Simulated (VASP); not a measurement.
Input of a VASP 6.6.1 run:

The input INCAR:

```
SYSTEM = ZrTaN
ALGO = Normal ; EDIFF = 1E-6
ENCUT = 600 ; GGA = PE
GGA_COMPAT = .False. ; ISIF = 2
ISMEAR = 0 ; LASPH = .True.
LCHARG = .True. ; LELF = .True.
LREAL = .False. ; LVHAR = .True.
LWAVE = .False. ; NBANDS = 22
NELM = 120 ; PREC = Accurate
SIGMA = 0.1
```

KPOINTS

```
k-points
0
Gamma
  6 6 4
  0 0 0
```

POSCAR

```
ZrTaN
1.0
    2.1030064437     -2.1030504944      0.0000000000
    2.1030064437      2.1030504944      0.0000000000
    0.0000000000      0.0000000000      6.0402662721
Zr Ta N
1 1 1
Direct
    0.0000000000      0.0000000000      0.0000000000
    0.0000000000      0.0000000000      0.5000000000
    0.5000000000      0.5000000000      0.5000000000
```

Potentials or basis: VASP PAW PBE potentials, release 64 (Zr_sv, Ta_sv_GW, N).

Run with:

```sh
$ cat potpaw_PBE.64/Zr_sv/POTCAR potpaw_PBE.64/Ta_sv_GW/POTCAR potpaw_PBE.64/N/POTCAR > POTCAR
$ mpirun -np 1 vasp_std > vasp.out
```

**Question.** Estimate the pressure.

**Answer.** 0.0 GPa.

**Question.** What does it give for the band gap on the k mesh?

**Answer.** Zero (band 15 reaches 8.89 eV, above the bottom of band 16 at 7.17 eV).

Stress tensor (GPa, compression positive):
```
 0.07  0.00  0.00
 0.00  0.07  0.00
 0.00  0.00 -0.08
```

Caveat: spin-orbit coupling is left out, which moves the levels of the heavy elements.
